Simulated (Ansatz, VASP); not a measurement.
**Zn2Si3N: VASP beside Ansatz**

```
Zn Si N
1.0
     3.39996    0.00000    0.00000
    -1.69998    2.94445    0.00000
     0.00000    0.00000    8.33084
Zn Si N
2 3 1
Direct
  0.33333 0.66667 0.66381
  0.66667 0.33333 0.33619
  0.33333 0.66667 0.17324
  0.66667 0.33333 0.82676
  0.00000 0.00000 0.50000
  0.00000 0.00000 0.00000
```

Change from the starting cell: species swapped into the Sn2PbSe3 type (P-3m1, No. 164).

Alike in both runs: task single point; functional PBE; k mesh 6 × 6 × 2; occupations gaussian, width 0.1 eV; no spin polarisation.

|  | VASP | Ansatz |
| --- | --- | --- |
| version | VASP 6.6.1 | Ansatz 0.2.0 |
| potentials or method | VASP PAW PBE potentials, release 64 (Zn, Si, N), cutoff 520 eV | scalar-relativistic, plane waves, PAW |
| valence electrons in the cell | 41 | 41 |

```tsv
	VASP	Ansatz	Ansatz less VASP
gap on the k mesh at the Fermi level (eV)	none	none	-
pressure (GPa)	6.0	5.7	-0.26
traceless stress, the component that is largest in VASP (GPa)	-1.59	-1.57	+0.025
rms of the force components (eV/Å)	1.094	1.089	-0.0053
```

Atom by atom the forces differ by 0.005 eV/Å (rms over components). A gap of «none» marks a metal or a gap that the smearing closes.

The k mesh is coarse, so the values compare programs but aren't converged.
